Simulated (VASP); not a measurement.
Input of a VASP 6.6.1 run:

POSCAR

```
KYSe2
1.0
    4.3625190206      0.0000000000      0.0000000000
    0.0000000000      4.3625190206      0.0000000000
    0.0000000000      0.0000000000      5.9263816480
K Se Y
1 2 1
Direct
    0.0000000000      0.0000000000      0.0000000000
    0.0000000000      0.0000000000      0.5000000000
    0.5000000000      0.5000000000      0.0000000000
    0.5000000000      0.5000000000      0.5000000000
```

The input INCAR.step1:

```
SYSTEM = KYSe2
PREC     = Accurate       ! precision mode
ENCUT    = 520            ! plane-wave cutoff, eV
ISMEAR   = 0              ! smearing method
SIGMA    = 0.01           ! smearing width, eV
LREAL    = .False.        ! projectors in reciprocal space
LASPH    = .True.         ! aspherical terms in the spheres
NELM     = 100            ! most SCF steps
NBANDS   = 24             ! bands
GGA      = PE             ! functional
ALGO     = Normal         ! electronic algorithm
EDIFF    = 1E-4           ! SCF threshold, eV
LWAVE    = .True.         ! write WAVECAR
LCHARG   = .False.        ! write CHGCAR
```

The input INCAR.step2:

```
SYSTEM = KYSe2
PREC     = Accurate       ! precision mode
ENCUT    = 520            ! plane-wave cutoff, eV
EDIFF    = 1E-6           ! SCF threshold, eV
ISMEAR   = 0              ! smearing method
SIGMA    = 0.01           ! smearing width, eV
LREAL    = .False.        ! projectors in reciprocal space
LASPH    = .True.         ! aspherical terms in the spheres
NELM     = 100            ! most SCF steps
ALGO     = Normal         ! electronic algorithm
ISIF     = 2              ! what is computed and relaxed
LWAVE    = .False.        ! write WAVECAR
LCHARG   = .False.        ! write CHGCAR
METAGGA  = R2SCAN         ! meta-GGA
LMIXTAU  = .True.       
NBANDS   = 24             ! bands
ISTART   = 1
```

File KPOINTS:

```
regular mesh
0
Gamma
  6 6 4
  0 0 0
```

Potentials or basis: VASP PAW PBE potentials, release 64 (K_sv, Se, Y_sv).

Run with:

```console
$ cat potpaw_PBE.64/K_sv/POTCAR potpaw_PBE.64/Se/POTCAR potpaw_PBE.64/Y_sv/POTCAR > POTCAR
$ cp INCAR.step1 INCAR
$ mpirun -np 1 vasp_std > vasp.out
$ cp INCAR.step2 INCAR
$ mpirun -np 1 vasp_std > vasp.out
```

Q: Estimate the pressure.

A: -1.4 GPa.

Q: What does it give for the band gap on the k mesh?

A: 0.54 eV.

Stress tensor (GPa, compression positive):
```
-1.27  0.00  0.00
 0.00 -1.27  0.00
 0.00  0.00 -1.72
```

Caveat: semilocal functionals underestimate gaps, and a narrow one can read as zero; the PAW data sets were made with another functional, which shifts forces and pressure a little. A k mesh can miss the band edges.
